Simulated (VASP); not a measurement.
# K in VASP: a series of runs, part 2 of 2

VASP 6.6.1. The steps go on from the part before.

## Step 4: Single point, PBEsol (strain +0.025 along x and y, +0.025 along z)

File INCAR:

```
SYSTEM = K
ALGO = Fast ; EDIFF = 1E-6
ENCUT = 520 ; GGA = PS
ISIF = 2 ; ISMEAR = 0
LASPH = .TRUE. ; LCHARG = .FALSE.
LREAL = .FALSE. ; LWAVE = .FALSE.
NBANDS = 10 ; NELM = 100
PREC = Accurate ; SIGMA = 0.15
```

File KPOINTS:

```
k-points
0
G
  14 14 14
  0 0 0
```

File POSCAR:

```
K
1.0
   -2.6834500000      2.6834500000      2.6834500000
    2.6834500000     -2.6834500000      2.6834500000
    2.6834500000      2.6834500000     -2.6834500000
K
1
Direct
    0.0000000000      0.0000000000      0.0000000000
```

Potentials or basis: VASP PAW PBE potentials, release 64 (K_sv).

Started as:

```bash
$ cat potpaw_PBE.64/K_sv/POTCAR > POTCAR
$ mpirun -np 1 vasp_std > vasp.out
```

OUTCAR:

```text
SYSTEM = K
   EDIFF = 1E-6
   ENCUT = 520
   GGA = PS
   ISIF = 2
   ISMEAR = 0
   LASPH = .TRUE.
   LREAL = .FALSE.
   NELM = 100
   PREC = Accurate

 ion  position               nearest neighbor table
   1  0.000  0.000  0.000-

  LATTYP: Found a body centered cubic cell.
 ALAT       =     5.3669000000

  Lattice vectors:

 A1 = (  -2.6834500000,   2.6834500000,   2.6834500000)
 A2 = (   2.6834500000,  -2.6834500000,   2.6834500000)
 A3 = (   2.6834500000,   2.6834500000,  -2.6834500000)

Analysis of symmetry for initial positions (statically):
=====================================================================
 Subroutine PRICEL returns:
 Original cell was already a primitive cell.

 Routine SETGRP: Setting up the symmetry group for a
 body centered cubic supercell.

 Subroutine GETGRP returns: Found 48 space group operations
 (whereof 48 operations were pure point group operations)
 out of a pool of 48 trial point group operations.

The static configuration has the point symmetry O_h .

Analysis of symmetry for dynamics (positions and initial velocities):
=====================================================================
 Subroutine PRICEL returns:
 Original cell was already a primitive cell.

 Routine SETGRP: Setting up the symmetry group for a
 body centered cubic supercell.

 Subroutine GETGRP returns: Found 48 space group operations
 (whereof 48 operations were pure point group operations)
 out of a pool of 48 trial point group operations.

The dynamic configuration has the point symmetry O_h .

 Subroutine INISYM returns: Found 48 space group operations
 (whereof 48 operations are pure point group operations),
 and found     1 'primitive' translations

----------------------------------------------------------------------------------------

                                     Primitive cell

  volume of cell :      77.2931

  direct lattice vectors                    reciprocal lattice vectors
    -2.683450000  2.683450000  2.683450000     0.000000000  0.186327303  0.186327303
     2.683450000 -2.683450000  2.683450000     0.186327303  0.000000000  0.186327303
     2.683450000  2.683450000 -2.683450000     0.186327303  0.186327303  0.000000000

  length of vectors
     4.647871740  4.647871740  4.647871740     0.263506598  0.263506598  0.263506598

  position of ions in fractional coordinates (direct lattice)
     0.000000000  0.000000000  0.000000000

  ion indices of the primitive-cell ions
   primitive index   ion index
                 1           1

----------------------------------------------------------------------------------------

 KPOINTS: k-points

Automatic generation of k-mesh.
 Grid dimensions read from file:
 generate k-points for:   14   14   14

 Generating k-lattice:

  Cartesian coordinates                     Fractional coordinates (reciprocal lattice)
     0.000000000  0.013309093  0.013309093     0.071428571  0.000000000  0.000000000
     0.013309093  0.000000000  0.013309093     0.000000000  0.071428571  0.000000000
     0.013309093  0.013309093  0.000000000     0.000000000  0.000000000  0.071428571

  Length of vectors
     0.018821900  0.018821900  0.018821900

  Shift w.r.t. Gamma in fractional coordinates (k-lattice)
     0.000000000  0.000000000  0.000000000

 Subroutine IBZKPT returns following result:
 ===========================================

 Found    104 irreducible k-points:

 Following reciprocal coordinates:
            Coordinates               Weight
  0.000000  0.000000  0.000000      1.000000
  0.071429  0.000000  0.000000     12.000000
  0.142857  0.000000  0.000000     12.000000
  0.214286  0.000000  0.000000     12.000000
  0.285714  0.000000  0.000000     12.000000
  0.357143  0.000000  0.000000     12.000000
[... 16 lines left out ...]
  0.285714  0.285714  0.000000     24.000000
  0.357143  0.285714 -0.000000     24.000000
 [... further k-points ...]
   k-points           NKPTS =    104   k-points in BZ     NKDIM =    104   number of bands    NBANDS=     10
   number of dos      NEDOS =    301   number of ions     NIONS =      1
   total plane-waves  NPLWV =  46656
   dimension x,y,z NGX =    36 NGY =   36 NGZ =   36
   dimension x,y,z NGXF=    72 NGYF=   72 NGZF=   72
   ions per type =               1
   NGX,Y,Z   is equivalent  to a cutoff of  12.88, 12.88, 12.88 a.u.
   NGXF,Y,Z  is equivalent  to a cutoff of  25.75, 25.75, 25.75 a.u.
 SYSTEM =  K
   PREC   = accura    normal or accurate (medium, high low for compatibility)
   ISTART =      0    job   : 0-new  1-cont  2-samecut
   ICHARG =      2    charge: 1-file 2-atom 10-const
   ISPIN  =      1    spin polarized calculation?
   LNONCOLLINEAR =      F non collinear calculations
   LSORBIT =      F    spin-orbit coupling
   LASPH  =      T    aspherical Exc in radial PAW
   ENCUT  =  520.0 eV  38.22 Ry    6.18 a.u.   8.64  8.64  8.64*2*pi/ulx,y,z
   NELM   =    100;   NELMIN=  2; NELMDL= -5     # of ELM steps
   EDIFF  = 0.1E-05   stopping-criterion for ELM
   LREAL  =      F    real-space projection
   EDIFFG = 0.1E-04   stopping-criterion for IOM
   NSW    =      0    number of steps for IOM
   IBRION =     -1    ionic relax: 0-MD 1-quasi-New 2-CG
   NFREE  =      0    steps in history (QN), initial steepest desc. (CG)
   ISIF   =      2    stress and relaxation
   ISYM   =      2    0-nonsym 1-usesym 2-fastsym
   POTIM  = 0.5000    time-step for ionic-motion
   TEBEG  =    0.0;   TEEND  =   0.0 temperature during run
   PSTRESS=    0.0 pullay stress
   NELECT =       9.0000    total number of electrons
   NUPDOWN=      -1.0000    fix difference up-down
   EMIN   =  10.00;   EMAX   =-10.00  energy-range for DOS
   EFERMI =   0.00;   METHOD = LEGACY
   ISMEAR =     0;   SIGMA  =   0.15  broadening in eV -4-tet -1-fermi 0-gaus
   EFERMI_NEDOS =   21; number of points for ismear=-14 and -15
   IALGO  =     68    algorithm
   IMIX   =      4    mixing-type and parameters
     AMIX     =   0.40;   BMIX     =  1.00
     AMIX_MAG =   1.60;   BMIX_MAG =  1.00
  volume/ion in A,a.u.               =      77.29       521.60
  Fermi-wavevector in a.u.,A,eV,Ry     =   0.799421  1.510686  8.695127  0.639074
  Thomas-Fermi vector in A             =   1.906521
   LORBIT       =      0    0 simple, 1 ext, 2 COOP (PROOUT), +10 PAW based schemes
   GGA     = PS    functional components
   LHFCALC =     F    Hartree Fock is set to
   AEXX    =    0.0000 exact exchange contribution
   IVDW    =     0    specifies the selected vdW correction
   LEPSILON=     F    determine dielectric tensor
   LRPA    =     F    only Hartree local field effects (RPA)
 non-spin polarized calculation
 RMM-DIIS sequential band-by-band and
 Gauss-broadening in eV      SIGMA  =   0.15
  energy-cutoff  :      520.00
  volume of cell :       77.29
 maximum number of plane-waves:      2098
   NGX = 17   NGY = 17   NGZ = 17

 number of electron       9.0000000 magnetization

 Free energy of the ion-electron system (eV)
  ---------------------------------------------------
  ext. energy  EPLUGINS =         0.00000000
  ---------------------------------------------------
  free energy    TOTEN  =        -1.13215644 eV

  energy without entropy =       -1.12325781  energy(sigma->0) =       -1.12770712

 E-fermi :  -0.2688     XC(G=0):  -5.5745

 val. band max:       -0.2913371116   @ k =   0.2857   0.2143  -0.0000
 cond. band min:      -0.2480512110   @ k =   0.3571   0.0714   0.0714
 fundamental gap:      0.0432859006
 Fermi energy:        -0.2687841544

 k-point     1 :       0.0000    0.0000    0.0000
  band No.  band energies     occupation
      1     -32.2976      2.00000
      2     -15.8102      2.00000
      3     -15.8102      2.00000
      4     -15.8102      2.00000
      5      -2.3573      2.00000
      6       3.9768      0.00000
      7       3.9768      0.00000
      8       3.9768      0.00000
      9       4.8663      0.00000
     10       4.8663      0.00000
[... 287 lines left out ...]
 k-point    24 :       0.3571    0.2857   -0.0000
  band No.  band energies     occupation
      1     -32.2939      2.00000
      2     -15.8539      2.00000
      3     -15.8451      2.00000
      4     -15.8173      2.00000
      5       0.7719      0.00000
      6       0.8540      0.00000
      7       1.5120      0.00000
      8       4.1264      0.00000
      9       4.9525      0.00000
     10       5.1007      0.00000

 [... further k-points ...]

------------------------ aborting loop because EDIFF is reached ----------------------------------------

  FORCE on cell =-STRESS in cart. coord.  units (eV):
  Direction    XX          YY          ZZ          XY          YZ          ZX
  --------------------------------------------------------------------------------------
  -------------------------------------------------------------------------------------
  Total       -0.1344684     -0.1344684     -0.1344684     -0.0000000     -0.0000000      0.0000000
  in kB       -2.7873422     -2.7873422     -2.7873422     -0.0000000     -0.0000000      0.0000000
  external PRESSURE =      -2.7873422 kB  Pullay stress =       0.0000000 kB

 VOLUME and BASIS-vectors are now :
 -----------------------------------------------------------------------------
  energy-cutoff  :      520.00
  volume of cell :       77.29
      direct lattice vectors                 reciprocal lattice vectors
    -2.683450000  2.683450000  2.683450000     0.000000000  0.186327303  0.186327303
     2.683450000 -2.683450000  2.683450000     0.186327303  0.000000000  0.186327303
     2.683450000  2.683450000 -2.683450000     0.186327303  0.186327303  0.000000000

 POSITION                                       TOTAL-FORCE (eV/Angst)
 -----------------------------------------------------------------------------------
      0.00000      0.00000      0.00000         0.000000      0.000000     -0.000000
 -----------------------------------------------------------------------------------
    total drift:                               -0.000000      0.000000      0.000000

  FREE ENERGIE OF THE ION-ELECTRON SYSTEM (eV)
  ---------------------------------------------------
  free  energy   TOTEN  =        -1.1321564427 eV

  energy  without entropy=       -1.1232578072  energy(sigma->0) =       -1.12770712
```

OSZICAR:

```text
N       E                     dE             d eps       ncg     rms          rms(c)
DAV:   1     0.437069566001E+02    0.43707E+02   -0.35075E+03  2080   0.673E+02
DAV:   2     0.392488032855E+00   -0.43314E+02   -0.42730E+02  2238   0.188E+02
DAV:   3    -0.108730555065E+01   -0.14798E+01   -0.14741E+01  3310   0.273E+01
DAV:   4    -0.113295214469E+01   -0.45647E-01   -0.45585E-01  2856   0.396E+00
DAV:   5    -0.113383372236E+01   -0.88158E-03   -0.88135E-03  3260   0.402E-01    0.180E+00
RMM:   6    -0.113237477791E+01    0.14589E-02   -0.22187E-03  2806   0.328E-01    0.118E+00
RMM:   7    -0.113206528319E+01    0.30949E-03   -0.52671E-03  2980   0.460E-01    0.772E-02
RMM:   8    -0.113212379674E+01   -0.58514E-04   -0.80616E-04  3238   0.254E-01    0.309E-02
RMM:   9    -0.113215429780E+01   -0.30501E-04   -0.94299E-05  3354   0.765E-02    0.154E-02
RMM:  10    -0.113215552427E+01   -0.12265E-05   -0.39865E-05  3416   0.394E-02    0.492E-03
RMM:  11    -0.113215644267E+01   -0.91841E-06   -0.65345E-06  3248   0.152E-02
   1 F= -.11321564E+01 E0= -.11277071E+01  d E =-.889864E-02
```

Wall time 79 s (1 thread of Intel Xeon 8259CL, shared host); peak memory 0.25 GiB.

Results:

```
Free energy            : -1.1322 eV
Pressure               : -0.3 GPa
Band gap on the k mesh : zero (an odd number of electrons rules out a gap without spin polarisation)
```

Levels at points of the mesh, in eV from the Fermi level:
| k point | band 1 | band 2 | band 3 | band 4 | band 5 | band 6 | band 7 | band 8 |
| --- | --- | --- | --- | --- | --- | --- | --- | --- |
| (0.00, 0.00, 0.00) | -32.03 | -15.54 | -15.54 | -15.54 | -2.09 | 4.25 | 4.25 | 4.25 |
| (0.50, 0.00, 0.00) | -32.03 | -15.60 | -15.56 | -15.54 | 0.44 | 0.66 | 3.14 | 4.77 |
| (0.50, 0.50, 0.50) | -32.02 | -15.58 | -15.58 | -15.58 | 1.70 | 1.70 | 3.34 | 3.34 |

Caveat: the cell differs from its parent crystal (strain +0.025 along x and y, +0.025 along z); the PAW data sets were made with another functional, which shifts forces and pressure a little.

## Step 5: Single point, PBEsol (strain +0.050 along x and y, +0.050 along z)

File INCAR:

```
PREC = Accurate
ENCUT = 520
EDIFF = 1E-7
ISMEAR = 0
SIGMA = 0.15
LREAL = F
LASPH = T
NELM = 80
ALGO = Fast
ISIF = 2
LWAVE = F
LCHARG = F
GGA = PS
NBANDS = 10
```

File KPOINTS:

```
regular mesh
0
Gamma
  14 14 14
```

File POSCAR:

```
K
1.0
   -2.7489000000      2.7489000000      2.7489000000
    2.7489000000     -2.7489000000      2.7489000000
    2.7489000000      2.7489000000     -2.7489000000
K
1
Direct
    0.0000000000      0.0000000000      0.0000000000
```

Potentials or basis: VASP PAW PBE potentials, release 64 (K_sv).

Started as:

```bash
$ cat potpaw_PBE.64/K_sv/POTCAR > POTCAR
$ mpirun -np 1 vasp_std > vasp.out
```

OUTCAR:

```text
PREC = Accurate
   ENCUT = 520
   EDIFF = 1E-7
   ISMEAR = 0
   LREAL = F
   LASPH = T
   NELM = 80
   ISIF = 2
   GGA = PS

 ion  position               nearest neighbor table
   1  0.000  0.000  0.000-

  LATTYP: Found a body centered cubic cell.
 ALAT       =     5.4978000000

  Lattice vectors:

 A1 = (  -2.7489000000,   2.7489000000,   2.7489000000)
 A2 = (   2.7489000000,  -2.7489000000,   2.7489000000)
[... 490 lines left out ...]
      8       3.7775      0.00000
      9       4.6782      0.00000
     10       4.8263      0.00000

 [... further k-points ...]

------------------------ aborting loop because EDIFF is reached ----------------------------------------

  FORCE on cell =-STRESS in cart. coord.  units (eV):
  Direction    XX          YY          ZZ          XY          YZ          ZX
  --------------------------------------------------------------------------------------
  -------------------------------------------------------------------------------------
  Total       -0.2305374     -0.2305374     -0.2305374      0.0000000      0.0000000     -0.0000000
  in kB       -4.4454450     -4.4454450     -4.4454450      0.0000000      0.0000000     -0.0000000
  external PRESSURE =      -4.4454450 kB  Pullay stress =       0.0000000 kB

 VOLUME and BASIS-vectors are now :
 -----------------------------------------------------------------------------
  energy-cutoff  :      520.00
  volume of cell :       83.09
      direct lattice vectors                 reciprocal lattice vectors
    -2.748900000  2.748900000  2.748900000     0.000000000  0.181890938  0.181890938
     2.748900000 -2.748900000  2.748900000     0.181890938  0.000000000  0.181890938
     2.748900000  2.748900000 -2.748900000     0.181890938  0.181890938  0.000000000

 POSITION                                       TOTAL-FORCE (eV/Angst)
 -----------------------------------------------------------------------------------
      0.00000      0.00000      0.00000        -0.000000      0.000000     -0.000000
 -----------------------------------------------------------------------------------
    total drift:                               -0.000000      0.000000      0.000000

  FREE ENERGIE OF THE ION-ELECTRON SYSTEM (eV)
  ---------------------------------------------------
  free  energy   TOTEN  =        -1.1192763309 eV

  energy  without entropy=       -1.1100912870  energy(sigma->0) =       -1.11468381
```

OSZICAR:

```text
N       E                     dE             d eps       ncg     rms          rms(c)
DAV:   1     0.463295990232E+02    0.46330E+02   -0.34701E+03  2080   0.672E+02
DAV:   2     0.578068118741E+00   -0.45752E+02   -0.45114E+02  2226   0.185E+02
DAV:   3    -0.106555112278E+01   -0.16436E+01   -0.16365E+01  3312   0.286E+01
DAV:   4    -0.111901754680E+01   -0.53466E-01   -0.53062E-01  2866   0.422E+00
DAV:   5    -0.112037864731E+01   -0.13611E-02   -0.13609E-02  3178   0.505E-01    0.164E+00
RMM:   6    -0.111932859550E+01    0.10501E-02   -0.20647E-03  2838   0.319E-01    0.107E+00
RMM:   7    -0.111916655498E+01    0.16204E-03   -0.49946E-03  3034   0.454E-01    0.721E-02
RMM:   8    -0.111924092339E+01   -0.74368E-04   -0.74135E-04  3284   0.236E-01    0.296E-02
RMM:   9    -0.111927332078E+01   -0.32397E-04   -0.91567E-05  3367   0.797E-02    0.159E-02
RMM:  10    -0.111927435116E+01   -0.10304E-05   -0.42846E-05  3435   0.402E-02    0.472E-03
RMM:  11    -0.111927530296E+01   -0.95179E-06   -0.68392E-06  3727   0.153E-02    0.382E-03
RMM:  12    -0.111927595638E+01   -0.65343E-06   -0.30397E-06  3599   0.830E-03    0.300E-03
RMM:  13    -0.111927614746E+01   -0.19108E-06   -0.91438E-07  3265   0.498E-03    0.737E-04
RMM:  14    -0.111927626510E+01   -0.11764E-06   -0.42855E-07  2970   0.342E-03    0.487E-04
RMM:  15    -0.111927633085E+01   -0.65759E-07   -0.20906E-07  2596   0.246E-03
   1 F= -.11192763E+01 E0= -.11146838E+01  d E =-.918504E-02
```

Run time: 1.9 min. Hardware: 1 thread of Intel Xeon 8259CL, shared host; peak memory 0.25 GiB.

What came out:

```yaml
Free_energy: -1.1193 eV
Pressure: -0.4 GPa
Band_gap_on_the_k_mesh: zero (an odd number of electrons rules out a gap without spin polarisation)
```

Levels at points of the mesh, in eV from the Fermi level:
```csv
k point,band 1,band 2,band 3,band 4,band 5,band 6,band 7,band 8,band 9
"(0.00, 0.00, 0.00)",-32.08,-15.60,-15.60,-15.60,-1.99,4.17,4.17,4.17,5.02
"(0.50, 0.00, 0.00)",-32.08,-15.64,-15.62,-15.60,0.44,0.63,3.11,4.61,5.53
"(0.50, 0.50, 0.50)",-32.08,-15.63,-15.63,-15.63,1.72,1.72,3.16,3.16,3.16
```

Caveat: the cell differs from its parent crystal (strain +0.050 along x and y, +0.050 along z); the PAW data sets were made with another functional, which shifts forces and pressure a little.

## Step 6: Single point, PBEsol (strain -0.050 along x and y, -0.025 along z)

File INCAR:

```
ALGO = Fast
EDIFF = 1E-7
ENCUT = 520
GGA = PS
ISIF = 2
ISMEAR = 0
LASPH = T
LCHARG = F
LREAL = F
LWAVE = F
NBANDS = 10
NELM = 60
PREC = Accurate
SIGMA = 0.15
```

File KPOINTS:

```
k-points
0
Gamma
  14 14 14
```

File POSCAR:

```
K
1.0
   -2.4871000000      2.4871000000      2.5525500000
    2.4871000000     -2.4871000000      2.5525500000
    2.4871000000      2.4871000000     -2.5525500000
K
1
Direct
    0.0000000000      0.0000000000      0.0000000000
```

Potentials or basis: VASP PAW PBE potentials, release 64 (K_sv).

Started as:

```bash
$ cat potpaw_PBE.64/K_sv/POTCAR > POTCAR
$ mpirun -np 1 vasp_std > vasp.out
```

It took 2.5 min on 1 thread of Intel Xeon 8259CL, shared host; peak memory 0.28 GiB.

The run converged. Its results:

- Free energy: -1.1256 eV
- Pressure: 0.5 GPa
- Band gap on the k mesh: zero (an odd number of electrons rules out a gap without spin polarisation)

Levels at points of the mesh, in eV from the Fermi level:
```tsv
k point	band 2	band 3	band 4	band 5	band 6	band 7	band 8	band 9
(0.00, 0.00, 0.00)	-15.40	-15.40	-15.40	-2.38	4.39	4.39	4.53	5.36
(0.50, 0.00, 0.00)	-15.52	-15.44	-15.40	0.41	0.76	3.26	5.15	6.02
(0.50, 0.50, 0.00)	-15.52	-15.44	-15.41	0.46	0.83	3.10	5.28	6.10
(0.50, 0.50, 0.50)	-15.49	-15.48	-15.48	1.53	1.63	3.69	4.01	4.01
```

Caveat: the cell differs from its parent crystal (strain -0.050 along x and y, -0.025 along z); the PAW data sets were made with another functional, which shifts forces and pressure a little.

## Step 7: Overview

| cell | further INCAR settings | gap on the mesh (eV) | pressure (GPa) |
| --- | --- | --- | --- |
| a = 4.308 Å, angles 109.5°, 1 atom | ALGO = Fast; EDIFF = 1e-06; NBANDS = 10 | none | 0.7 |
| a = 4.421 Å, angles 109.5°, 1 atom | ALGO = Fast; EDIFF = 1e-06; NBANDS = 10 | none | 0.3 |
| a = 4.648 Å, angles 109.5°, 1 atom | ALGO = Fast; EDIFF = 1e-06; NBANDS = 10 | none | -0.3 |
| a = 4.761 Å, angles 109.5°, 1 atom | ALGO = Fast; EDIFF = 1e-07; NBANDS = 10 | none | -0.4 |
| a = 4.346 Å, angles 110.2, 110.2, 108.1°, 1 atom | ALGO = Fast; EDIFF = 1e-07; NBANDS = 10 | none | 0.5 |

Alike in all rows: task single point; level PBEsol; potentials or basis VASP PAW PBE potentials, release 64 (K_sv); no spin polarisation; k mesh 14 × 14 × 14; cutoff (eV) 520; smearing gaussian 0.15 eV.

Caveats: the PAW data sets were made with another functional, which shifts forces and pressure a little.

Total energies depend on the potentials used, so only differences within one code and one set of settings carry meaning.

The gap in the log of VASP goes by the Fermi energy; the results here count the filled bands.